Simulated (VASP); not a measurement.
Pt: single point with LDA

Pt:

```
Pt
1.0
    -0.92690    1.61627    1.61627
     1.61627   -0.92690    1.61627
     1.61627    1.61627   -0.92690
Pt
1
Direct
  0.00000 0.00000 0.00000
```

| Item | Value |
| --- | --- |
| Program | VASP 6.6.1 |
| Task | single point |
| Functional | LDA |
| Potentials or basis | VASP PAW LDA potentials, release 64 (Pt) |
| Cutoff | 520 eV |
| k mesh | 22 × 22 × 22 |
| Occupations | gaussian, width 0.15 eV |
| Spin | no spin polarisation |
| Dipole correction | no |
| Further INCAR settings | ALGO = Fast; EDIFF = 1e-07; NBANDS = 11 |

```yaml
Pressure: 41.6 GPa
Band_gap_on_the_k_mesh: zero (bands 5 and 6 overlap by 4.20 eV)
```

Stress tensor (GPa, compression positive):
```
41.60 -0.65 -0.65
-0.65 41.60 -0.65
-0.65 -0.65 41.60
```

Levels at points of the mesh, in eV from the Fermi level:
```csv
k point,band 1,band 2,band 3,band 4,band 5,band 6,band 7,band 8,band 9,band 10
"(0.00, 0.00, 0.00)",-10.29,-7.36,-7.36,0.31,0.50,0.50,15.72,15.72,17.18,23.34
"(0.50, 0.00, 0.00)",-7.34,-6.66,-2.42,-2.27,-1.35,0.73,5.80,16.32,20.12,21.79
"(0.50, 0.50, 0.00)",-7.77,-6.02,-2.01,-1.67,2.64,3.75,5.42,11.79,15.29,21.67
"(0.50, 0.50, 0.50)",-6.71,-6.71,-5.84,2.82,2.82,8.91,10.49,10.49,13.49,19.74
```

It took 60 s on 1 thread of Intel(R) Xeon(R) 6975P-C (Granite Rapids), with other jobs on the host, peak memory 0.26 GiB.

Caveat: the cell stands under pressure; spin-orbit coupling is left out, which moves the levels of the heavy elements.
